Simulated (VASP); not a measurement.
# TaSi3 (Pm-3m) in VASP: notebook, part 2 of 2

VASP 6.6.1. Earlier steps stand in the parts before.

### 3 Single point, PBE

This run uses another cell than the first one, of 14.73 Å³/atom, 0.974 times its volume.

INCAR reads:

```
PREC = Accurate
ENCUT = 520
EDIFF = 1E-6
ISMEAR = 0
SIGMA = 0.1
LREAL = False
LASPH = True
NELM = 100
ALGO = Normal
ISIF = 2
LWAVE = False
LCHARG = False
GGA = PE
NBANDS = 20
```

KPOINTS reads:

```
regular mesh
0
Gamma
  12 12 12
```

POSCAR reads:

```
TaSi3
1.0
    3.8913119330      0.0000000000      0.0000000000
    0.0000000000      3.8913119330      0.0000000000
    0.0000000000      0.0000000000      3.8913119330
Ta Si
1 3
Direct
    0.0000000000      0.0000000000      0.0000000000
    0.0000000000      0.5000000000      0.5000000000
    0.5000000000      0.0000000000      0.5000000000
    0.5000000000      0.5000000000      0.0000000000
```

Potentials or basis: VASP PAW PBE potentials, release 64 (Ta_pv, Si).

Launch:

```
$ cat potpaw_PBE.64/Ta_pv/POTCAR potpaw_PBE.64/Si/POTCAR > POTCAR
$ mpirun -np 1 vasp_std > vasp.out
```

OUTCAR:

```text
PREC = Accurate
   ENCUT = 520
   EDIFF = 1E-6
   ISMEAR = 0
   LREAL = False
   LASPH = True
   NELM = 100
   ISIF = 2
   GGA = PE

 ion  position               nearest neighbor table
   1  0.000  0.000  0.000-   2 2.75   3 2.75   4 2.75   2 2.75   3 2.75   2 2.75   4 2.75   2 2.75
                             3 2.75   4 2.75   3 2.75   4 2.75
   2  0.000  0.500  0.500-   1 2.75   3 2.75   4 2.75   1 2.75   4 2.75   1 2.75   3 2.75   1 2.75
                             3 2.75   4 2.75   4 2.75   3 2.75
   3  0.500  0.000  0.500-   1 2.75   2 2.75   4 2.75   1 2.75   4 2.75   2 2.75   4 2.75   4 2.75
                             1 2.75   2 2.75   1 2.75   2 2.75
   4  0.500  0.500  0.000-   1 2.75   2 2.75   3 2.75   2 2.75   3 2.75   1 2.75   3 2.75   3 2.75
                             1 2.75   2 2.75   2 2.75   1 2.75

  LATTYP: Found a simple cubic cell.
 ALAT       =     3.8913119330

  Lattice vectors:

 A1 = (   3.8913119330,   0.0000000000,   0.0000000000)
 A2 = (   0.0000000000,   3.8913119330,   0.0000000000)
 A3 = (   0.0000000000,   0.0000000000,   3.8913119330)

Analysis of symmetry for initial positions (statically):
=====================================================================
[... 173 lines left out ...]
  free energy    TOTEN  =       -27.05600172 eV

  energy without entropy =      -27.04149298  energy(sigma->0) =      -27.04874735

 E-fermi :   9.8205     XC(G=0): -11.7881

 val. band max:        9.8080966391   @ k =   0.3333   0.0833   0.0000
 cond. band min:       9.8221696923   @ k =   0.4167   0.3333   0.2500
 fundamental gap:      0.0140730532
 Fermi energy:         9.8204523859

 k-point     1 :       0.0000    0.0000    0.0000
  band No.  band energies     occupation
      1     -25.2163      2.00000
      2     -25.2163      2.00000
      3     -25.2163      2.00000
      4      -4.1151      2.00000
      5       3.5682      2.00000
      6       3.5682      2.00000
[... 541 lines left out ...]
     19      15.9214      0.00000
     20      17.3523      0.00000

 [... further k-points ...]
[... 5 lines left out ...]
  --------------------------------------------------------------------------------------
  -------------------------------------------------------------------------------------
  Total        0.0151660      0.0151660      0.0151660     -0.0000000     -0.0000000     -0.0000000
  in kB        0.4123754      0.4123754      0.4123754     -0.0000000     -0.0000000     -0.0000000
  external PRESSURE =       0.4123754 kB  Pullay stress =       0.0000000 kB

 VOLUME and BASIS-vectors are now :
 -----------------------------------------------------------------------------
  energy-cutoff  :      520.00
  volume of cell :       58.92
      direct lattice vectors                 reciprocal lattice vectors
     3.891311933  0.000000000  0.000000000     0.256982739  0.000000000  0.000000000
     0.000000000  3.891311933  0.000000000     0.000000000  0.256982739  0.000000000
     0.000000000  0.000000000  3.891311933     0.000000000  0.000000000  0.256982739

 POSITION                                       TOTAL-FORCE (eV/Angst)
 -----------------------------------------------------------------------------------
      0.00000      0.00000      0.00000         0.000000      0.000000      0.000000
      0.00000      1.94566      1.94566         0.000000      0.000000      0.000000
      1.94566      0.00000      1.94566         0.000000      0.000000      0.000000
      1.94566      1.94566      0.00000         0.000000      0.000000      0.000000
 -----------------------------------------------------------------------------------
    total drift:                                0.000000     -0.000000      0.000000

  FREE ENERGIE OF THE ION-ELECTRON SYSTEM (eV)
  ---------------------------------------------------
  free  energy   TOTEN  =       -27.0560017164 eV

  energy  without entropy=      -27.0414929756  energy(sigma->0) =      -27.04874735
```

stdout:

```text
POSCAR found type information on POSCAR TaSi
 POSCAR found :  2 types and       4 ions
 scaLAPACK will be used
 LDA part: xc-table for (Slater+PW92), standard interpolation
 POSCAR, INCAR and KPOINTS ok, starting setup
 FFT: planning ... GRIDC
 FFT: planning ... GRID_SOFT
 FFT: planning ... GRID
 WAVECAR not read
 entering main loop
```

Run time: 58 s. Hardware: 1 thread of Intel Xeon Platinum 8259CL at 2.50GHz (Skylake/Cascade Lake), shared host; peak memory 0.23 GiB.

What came out:

```
Free energy : -27.0560 eV
Pressure    : 0.0 GPa
```

Caveat: spin-orbit coupling is left out, which moves the levels of the heavy elements.

### 4 Relaxation of cell and atoms, PBE

INCAR reads:

```
ALGO = Normal ; EDIFF = 1E-6
EDIFFG = -0.01 ; ENCUT = 600
GGA = PE ; IBRION = 2
ISIF = 3 ; ISMEAR = 0
LASPH = T ; LCHARG = F
LREAL = F ; LWAVE = F
NELM = 100 ; NSW = 100
PREC = Accurate ; SIGMA = 0.1
```

KPOINTS reads:

```
k-points
0
Gamma
  12 12 12
```

POSCAR reads:

```
TaSi3
1.0
    3.9255586700      0.0000000000      0.0000000000
    0.0000000000      3.9255586700      0.0000000000
    0.0000000000      0.0000000000      3.9255586700
Ta Si
1 3
Direct
    0.0000000000      0.0000000000      0.0000000000
    0.0000000000      0.5000000000      0.5000000000
    0.5000000000      0.0000000000      0.5000000000
    0.5000000000      0.5000000000      0.0000000000
```

Launch:

```
$ cat potpaw_PBE.64/Ta_pv/POTCAR potpaw_PBE.64/Si/POTCAR > POTCAR
$ mpirun -np 1 vasp_std > vasp.out
```

Wall time 4.2 min (1 thread of AMD EPYC 7R13, shared host); peak memory 0.22 GiB.

It converged, with:

```yaml
Free_energy: -27.0567 eV
Relaxed_volume: 14.74 Å³/atom
Relaxed_cell: a = 3.892 Å, b = 3.892 Å, c = 3.892 Å, α = 90.00°, β = 90.00°, γ = 90.00°
Space_group_after_relaxing_to_0.05_Å: Pm-3m (No. 221)
Energy_gained_by_relaxing: 4.2 meV/atom
Ionic_steps: 3
Pressure_after_relaxing: 0.0 GPa
```

Step by step:
```tsv
step	energy change (eV)	largest force (eV/Å)	pressure (GPa)	volume (Å³)
1	0.0000	0.0000	-3.41	60.49
2	-0.0051	0.0000	3.13	57.72
3	-0.0168	0.0000	0.01	58.95
```

Final structure:
```yaml
crystal:
  lattice:
    - [3.89197, 0.00000, 0.00000]
    - [0.00000, 3.89197, 0.00000]
    - [0.00000, 0.00000, 3.89197]
  atoms:
    - { symbol: Ta, position: [0.00000, 0.00000, 0.00000] }
    - { symbol: Si, position: [0.00000, 0.50000, 0.50000] }
    - { symbol: Si, position: [0.50000, 0.00000, 0.50000] }
    - { symbol: Si, position: [0.50000, 0.50000, 0.00000] }
```

Levels at points of the mesh, in eV from the Fermi level:
```csv
k point,band 8,band 9,band 10,band 11,band 12,band 13,band 14,band 15
"(0.00, 0.00, 0.00)",-4.46,-4.46,-0.88,-0.88,-0.88,-0.56,2.35,2.35
"(0.50, 0.00, 0.00)",-4.46,-3.36,-1.26,-1.26,-0.42,-0.41,-0.15,2.50
"(0.50, 0.50, 0.00)",-3.54,-3.54,-1.23,-1.16,0.09,0.76,0.82,0.82
"(0.50, 0.50, 0.50)",-5.38,-5.38,-5.38,-1.53,1.10,1.10,3.13,3.13
```

Caveat: spin-orbit coupling is left out, which moves the levels of the heavy elements.

### 5 Summary

| task | cell | k mesh | cutoff (eV) | gap on the mesh (eV) | pressure (GPa) |
| --- | --- | --- | --- | --- | --- |
| single point | a = 3.926 Å, 4 atoms | 4 × 4 × 4 | 520 | none | -3.7 |
| single point | a = 3.891 Å, 4 atoms | 12 × 12 × 12 | 520 | none | 0.0 |
| relaxation of cell and atoms | relaxed from a = 3.926 Å, 4 atoms | 12 × 12 × 12 | 600 | none | 0.0 |

Alike in all rows: level PBE; potentials or basis VASP PAW PBE potentials, release 64 (Ta_pv, Si); no spin polarisation; smearing gaussian 0.1 eV.

Caveats: some runs use coarse meshes; spin-orbit coupling is left out, which moves the levels of the heavy elements.

Total energies depend on the potentials used, so only differences within one code and one set of settings carry meaning.
